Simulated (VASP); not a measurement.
A run of VASP 6.6.1 is set up as follows.

The input INCAR:

```
  ALGO = Normal
  EDIFF = 1E-7
  ENCUT = 520
  GGA = PS
  ISIF = 2
  ISMEAR = 0
  LASPH = True
  LCHARG = False
  LREAL = False
  LWAVE = False
  NBANDS = 25
  NELM = 80
  PREC = Accurate
  SIGMA = 0.1
```

File KPOINTS:

```
k-points
0
Gamma
  14 14 8
```

POSCAR

```
CuO
1.0
    2.1013454502     -2.1035040181      0.0000000000
    2.1013454502      2.1035040181      0.0000000000
    0.0000000000      0.0000000000      5.1141667052
Cu O
2 2
Direct
    0.0000000000      0.5000000000      0.0000000000
    0.5000000000      0.0000000000      0.5000000000
    0.5000000000      0.5000000000      0.2500000000
    0.5000000000      0.5000000000      0.7500000000
```

Potentials or basis: VASP PAW PBE potentials, release 64 (Cu, O).

The run is started by

```console
$ cat potpaw_PBE.64/Cu/POTCAR potpaw_PBE.64/O/POTCAR > POTCAR
$ mpirun -np 1 vasp_std > vasp.out
```

(1) Estimate the band gap on the k mesh.

(2) Predict the pressure.

Answers

(1) zero (bands 17 and 18 overlap by 1.23 eV).

(2) -7.4 GPa.

Caveat: the cell stands under tension; the PAW data sets were made with another functional, which shifts forces and pressure a little; semilocal functionals often make such compounds metallic where correlation or magnetic order opens a gap, which also shifts bond lengths.
